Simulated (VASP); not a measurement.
A run of VASP 6.6.1 is set up as follows.

INCAR

```
PREC = Accurate
ENCUT = 600
EDIFF = 1E-7
ISMEAR = -1
SIGMA = 0.05
LREAL = False
LASPH = True
NELM = 80
ALGO = Normal
ISIF = 4
LWAVE = False
LCHARG = False
GGA = PE
IBRION = 2
NSW = 50
EDIFFG = -0.005
```

The input KPOINTS:

```
Automatic mesh
0
Gamma
  12 12 6
```

File POSCAR:

```
BN
1.0
    2.4480016930      0.0000000000      0.0000000000
   -1.2240008465      2.1200316547      0.0000000000
    0.0000000000      0.0000000000      4.0484017645
B N
2 2
Direct
    0.3333333333      0.6666666667      0.0006889995
    0.6666666667      0.3333333333      0.5006889995
    0.3333333333      0.6666666667      0.3753110005
    0.6666666667      0.3333333333      0.8753110005
```

Potentials or basis: VASP PAW PBE potentials, release 64 (B, N).

Launch:

```sh
$ cat potpaw_PBE.64/B/POTCAR potpaw_PBE.64/N/POTCAR > POTCAR
$ mpirun -np 1 vasp_std > vasp.out
```

**Question.** What does it give for the band gap on the k mesh?

**Answer.** 4.90 eV (least direct gap 8.81 eV).

The path:
| step | energy change (eV) | largest force (eV/Å) | pressure (GPa) | volume (Å³) |
| --- | --- | --- | --- | --- |
| 1 | 0.0000 | 0.1109 | 60.37 | 21.01 |
| 2 | 0.0010 | 0.2183 | 60.25 | 21.01 |
| 3 | -0.0004 | 0.0050 | 60.32 | 21.01 |
| 4 | -0.0004 | 0.0041 | 60.31 | 21.01 |
| 5 | -0.0005 | 0.0002 | 60.31 | 21.01 |

A k mesh can miss the band edges.
